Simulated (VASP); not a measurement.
# SnO (P4/nmm) in VASP: single point with PBEsol+D3(BJ)

Aim: the single point of SnO with PBEsol+D3(BJ).

All numbers are computed with VASP 6.6.1; they aren't measurements. Logs are shortened: lines on timing, memory, paths and dates and some standing lists are left out, and cuts for length are marked.

**1. The cell of the first run**

Symmetry: P4/nmm, No. 129, tetragonal system. The conventional cell has a = 3.802 Å, b = 3.802 Å, c = 4.836 Å, α = 90.00°, β = 90.00°, γ = 90.00°. Sn (site symmetry 4mm) has 4 O at 2.22 Å within 2.9 Å. Within 2.9 Å of O (site symmetry -4m2) lie 4 Sn at 2.22 Å and 4 O at 2.69 Å.

**2. Single point, PBEsol+D3(BJ)**

Contents of INCAR:

```
PREC = Accurate
ENCUT = 520
EDIFF = 1E-7
ISMEAR = 0
SIGMA = 0.15
LREAL = F
LASPH = T
NELM = 60
ALGO = Normal
ISIF = 2
LWAVE = F
LCHARG = T
GGA = PS
IVDW = 12
LELF = T
LVHAR = T
NBANDS = 28
```

Contents of KPOINTS:

```
Automatic mesh
0
Gamma
  14 14 12
```

Contents of POSCAR:

```
SnO
1.0
    3.8020000000      0.0000000000      0.0000000000
    0.0000000000      3.8020000000      0.0000000000
    0.0000000000      0.0000000000      4.8360000000
Sn O
2 2
Direct
    0.0000000000      0.5000000000      0.2385000000
    0.5000000000      0.0000000000      0.7615000000
    0.0000000000      0.0000000000      0.0000000000
    0.5000000000      0.5000000000      0.0000000000
```

Potentials or basis: VASP PAW PBE potentials, release 64 (Sn_d, O).

On the command line:

```console
$ cat potpaw_PBE.64/Sn_d/POTCAR potpaw_PBE.64/O/POTCAR > POTCAR
$ mpirun -np 1 vasp_std > vasp.out
```

OUTCAR:

```text
PREC = Accurate
   ENCUT = 520
   EDIFF = 1E-7
   ISMEAR = 0
   LREAL = F
   LASPH = T
   NELM = 60
   ISIF = 2
   GGA = PS
   IVDW = 12
 IVDW          = 12

 ion  position               nearest neighbor table
   1  0.000  0.500  0.239-   3 2.22   4 2.22   3 2.22   4 2.22   2 3.54   2 3.54   2 3.54   2 3.54
                             2 3.69   2 3.69   2 3.69   2 3.69
   2  0.500  0.000  0.761-   3 2.22   4 2.22   4 2.22   3 2.22   1 3.54   1 3.54   1 3.54   1 3.54
                             1 3.69   1 3.69   1 3.69   1 3.69
   3  0.000  0.000  0.000-   1 2.22   2 2.22   1 2.22   2 2.22
   4  0.500  0.500  0.000-   1 2.22   2 2.22   2 2.22   1 2.22

  LATTYP: Found a simple tetragonal cell.
 ALAT       =     3.8020000000
 C/A-ratio  =     1.2719621252

  Lattice vectors:

 A1 = (   3.8020000000,   0.0000000000,   0.0000000000)
 A2 = (   0.0000000000,   3.8020000000,   0.0000000000)
 A3 = (   0.0000000000,   0.0000000000,   4.8360000000)

Analysis of symmetry for initial positions (statically):
=====================================================================
 Subroutine PRICEL returns:
 Original cell was already a primitive cell.

 Routine SETGRP: Setting up the symmetry group for a
 simple tetragonal supercell.

 Subroutine GETGRP returns: Found 16 space group operations
 (whereof  8 operations were pure point group operations)
 out of a pool of 16 trial point group operations.

The static configuration has the point symmetry D_2d.
 The point group associated with its full space group is D_4h.

Analysis of symmetry for dynamics (positions and initial velocities):
=====================================================================
 Subroutine PRICEL returns:
 Original cell was already a primitive cell.

 Routine SETGRP: Setting up the symmetry group for a
 simple tetragonal supercell.

 Subroutine GETGRP returns: Found 16 space group operations
 (whereof  8 operations were pure point group operations)
 out of a pool of 16 trial point group operations.

The dynamic configuration has the point symmetry D_2d.
 The point group associated with its full space group is D_4h.

 Subroutine INISYM returns: Found 16 space group operations
 (whereof  8 operations are pure point group operations),
 and found     1 'primitive' translations

----------------------------------------------------------------------------------------

[... 95 lines left out ...]
   NELM   =     60;   NELMIN=  2; NELMDL= -5     # of ELM steps
   EDIFF  = 0.1E-06   stopping-criterion for ELM
   LREAL  =      F    real-space projection
   EDIFFG = 0.1E-05   stopping-criterion for IOM
   NSW    =      0    number of steps for IOM
   IBRION =     -1    ionic relax: 0-MD 1-quasi-New 2-CG
   NFREE  =      0    steps in history (QN), initial steepest desc. (CG)
   ISIF   =      2    stress and relaxation
   ISYM   =      2    0-nonsym 1-usesym 2-fastsym
   POTIM  = 0.5000    time-step for ionic-motion
   TEBEG  =    0.0;   TEEND  =   0.0 temperature during run
   PSTRESS=    0.0 pullay stress
   NELECT =      40.0000    total number of electrons
   NUPDOWN=      -1.0000    fix difference up-down
   EMIN   =  10.00;   EMAX   =-10.00  energy-range for DOS
   EFERMI =   0.00;   METHOD = LEGACY
   ISMEAR =     0;   SIGMA  =   0.15  broadening in eV -4-tet -1-fermi 0-gaus
   EFERMI_NEDOS =   21; number of points for ismear=-14 and -15
   IALGO  =     38    algorithm
   IMIX   =      4    mixing-type and parameters
     AMIX     =   0.40;   BMIX     =  1.00
     AMIX_MAG =   1.60;   BMIX_MAG =  1.00
  volume/ion in A,a.u.               =      17.48       117.94
  Fermi-wavevector in a.u.,A,eV,Ry     =   1.359121  2.568365 25.132801  1.847209
  Thomas-Fermi vector in A             =   2.485896
   LORBIT       =      0    0 simple, 1 ext, 2 COOP (PROOUT), +10 PAW based schemes
   GGA     = PS    functional components
   LHFCALC =     F    Hartree Fock is set to
   AEXX    =    0.0000 exact exchange contribution
   IVDW    =    12    specifies the selected vdW correction
   LEPSILON=     F    determine dielectric tensor
   LRPA    =     F    only Hartree local field effects (RPA)
 non-spin polarized calculation
 Gauss-broadening in eV      SIGMA  =   0.15
  energy-cutoff  :      520.00
  volume of cell :       69.91
 maximum number of plane-waves:      1902
   NGX = 15   NGY = 15   NGZ = 17

 number of electron      39.9999990 magnetization

 Free energy of the ion-electron system (eV)
  ---------------------------------------------------
  ext. energy  EPLUGINS =         0.00000000
  ---------------------------------------------------
  free energy    TOTEN  =       -24.21194853 eV

  energy without entropy =      -24.21063740  energy(sigma->0) =      -24.21129296

 E-fermi :   7.1556     XC(G=0): -10.4978

 val. band max:        7.0584154283   @ k =   0.0714   0.0714   0.0000
 cond. band min:       7.1618724670   @ k =   0.5000   0.5000   0.0833
 fundamental gap:      0.1034570386
 Fermi energy:         7.1556478823

 k-point     1 :       0.0000    0.0000    0.0000
  band No.  band energies     occupation
      1     -14.8785      2.00000
      2     -14.4307      2.00000
      3     -14.4307      2.00000
      4     -14.4269      2.00000
      5     -14.3803      2.00000
      6     -14.3754      2.00000
[... 733 lines left out ...]
     27      14.6015      0.00000
     28      15.5702      0.00000

 [... further k-points ...]

------------------------ aborting loop because EDIFF is reached ----------------------------------------

 Edisp (eV)   -0.86370

 E8    (eV) :    -0.5713

  FORCE on cell =-STRESS in cart. coord.  units (eV):
  Direction    XX          YY          ZZ          XY          YZ          ZX
  --------------------------------------------------------------------------------------
  -------------------------------------------------------------------------------------
  Total      -0.75344    -0.75344    -0.93143     0.00000     0.00000     0.00000
  in kB     -17.26825   -17.26825   -21.34767     0.00000     0.00000     0.00000
  external pressure =      -18.63 kB  Pullay stress =        0.00 kB

 VOLUME and BASIS-vectors are now :
 -----------------------------------------------------------------------------
  energy-cutoff  :      520.00
  volume of cell :       69.91
      direct lattice vectors                 reciprocal lattice vectors
     3.802000000  0.000000000  0.000000000     0.263019463  0.000000000  0.000000000
     0.000000000  3.802000000  0.000000000     0.000000000  0.263019463  0.000000000
     0.000000000  0.000000000  4.836000000     0.000000000  0.000000000  0.206782465

 POSITION                                       TOTAL-FORCE (eV/Angst)
 -----------------------------------------------------------------------------------
      0.00000      1.90100      1.15339        -0.000000      0.000000      0.150539
      1.90100      0.00000      3.68261         0.000000      0.000000     -0.150539
      0.00000      0.00000      0.00000        -0.000000      0.000000      0.000000
      1.90100      1.90100      0.00000        -0.000000     -0.000000      0.000000
 -----------------------------------------------------------------------------------
    total drift:                                0.000000      0.000000      0.000000

  FREE ENERGIE OF THE ION-ELECTRON SYSTEM (eV)
  ---------------------------------------------------
  free  energy   TOTEN  =       -25.0756483334 eV

  energy  without entropy=      -25.0743372079  energy(sigma->0) =      -25.07499277
```

OSZICAR:

```text
N       E                     dE             d eps       ncg     rms          rms(c)
DAV:   1     0.414842334043E+03    0.41484E+03   -0.19844E+04 14596   0.218E+03
DAV:   2     0.360093455048E+02   -0.37883E+03   -0.36379E+03 14520   0.540E+02
DAV:   3    -0.244714091857E+02   -0.60481E+02   -0.59328E+02 16228   0.180E+02
DAV:   4    -0.273861638654E+02   -0.29148E+01   -0.28996E+01 16144   0.422E+01
DAV:   5    -0.274557774070E+02   -0.69614E-01   -0.69603E-01 15324   0.704E+00    0.108E+01
DAV:   6    -0.242766767594E+02    0.31791E+01   -0.14460E+01 22908   0.431E+01    0.482E+00
DAV:   7    -0.242469461693E+02    0.29731E-01   -0.17826E+00 16668   0.805E+00    0.241E+00
DAV:   8    -0.242217994264E+02    0.25147E-01   -0.28467E-01 17408   0.348E+00    0.761E-01
DAV:   9    -0.242112707060E+02    0.10529E-01   -0.43612E-02 22364   0.225E+00    0.216E-01
DAV:  10    -0.242122163465E+02   -0.94564E-03   -0.63118E-03 19628   0.760E-01    0.124E-01
DAV:  11    -0.242119308130E+02    0.28553E-03   -0.14771E-03 21764   0.369E-01    0.200E-02
DAV:  12    -0.242119554590E+02   -0.24646E-04   -0.20992E-04 14536   0.818E-02    0.286E-02
DAV:  13    -0.242119487566E+02    0.67024E-05   -0.22226E-05 18544   0.332E-02    0.398E-03
DAV:  14    -0.242119484608E+02    0.29582E-06   -0.27122E-06 20472   0.126E-02    0.255E-03
DAV:  15    -0.242119485275E+02   -0.66691E-07   -0.15339E-07 11388   0.303E-03
   1 F= -.25075648E+02 E0= -.25074993E+02  d E =-.131113E-02
```

stdout:

```text
POSCAR found type information on POSCAR SnO
 POSCAR found :  2 types and       4 ions
 scaLAPACK will be used
 -----------------------------------------------------------------------------
|                                                                             |
|                                                                             |
|     You enforced a specific xc type in the INCAR file but a different       |
|     I HOPE YOU KNOW WHAT YOU ARE DOING!                                     |
|                                                                             |
 -----------------------------------------------------------------------------

 LDA part: xc-table for (Slater+PW92), standard interpolation
 POSCAR, INCAR and KPOINTS ok, starting setup
 FFT: planning ... GRIDC
 FFT: planning ... GRID_SOFT
 FFT: planning ... GRID
 WAVECAR not read
 entering main loop
```

Wall time 7.3 min (1 thread of Intel Xeon Platinum 8488C (Sapphire Rapids), shared host); peak memory 0.49 GiB.

Results:

* Free energy: -25.0756 eV
* Pressure: -1.9 GPa
* Largest force: 0.151 eV/Å
* Band gap on the k mesh: zero (filled and empty bands overlap)
* Dispersion energy per atom: -0.216 eV

Forces on the atoms (eV/Å):
```
Sn   0.000  0.000  0.151
Sn   0.000  0.000 -0.151
O    0.000  0.000  0.000
O    0.000  0.000  0.000
```

Stress tensor (GPa, compression positive):
```
-1.73  0.00  0.00
 0.00 -1.73  0.00
 0.00  0.00 -2.13
```

Levels at points of the mesh, in eV from the Fermi level:
| k point | band 18 | band 19 | band 20 | band 21 | band 22 | band 23 |
| --- | --- | --- | --- | --- | --- | --- |
| (0.00, 0.00, 0.00) | -3.30 | -3.30 | -0.11 | 1.94 | 4.18 | 4.55 |
| (0.50, 0.00, 0.00) | -5.00 | -2.85 | -2.85 | 3.04 | 3.04 | 5.78 |
| (0.50, 0.50, 0.00) | -2.63 | -2.00 | -2.00 | -0.10 | -0.10 | 4.25 |
| (0.00, 0.00, 0.50) | -3.32 | -3.24 | -2.35 | 1.48 | 2.79 | 2.79 |
| (0.50, 0.00, 0.50) | -4.97 | -1.86 | -1.86 | 2.43 | 2.43 | 5.28 |
| (0.50, 0.50, 0.50) | -2.82 | -2.63 | -2.63 | 2.20 | 2.20 | 3.87 |

Caveat: semilocal functionals underestimate gaps, and a narrow one can read as zero; the PAW data sets were made with another functional, which shifts forces and pressure a little; spin-orbit coupling is left out, which moves the levels of the heavy elements.

The gap in the log of VASP goes by the Fermi energy; the results here count the filled bands.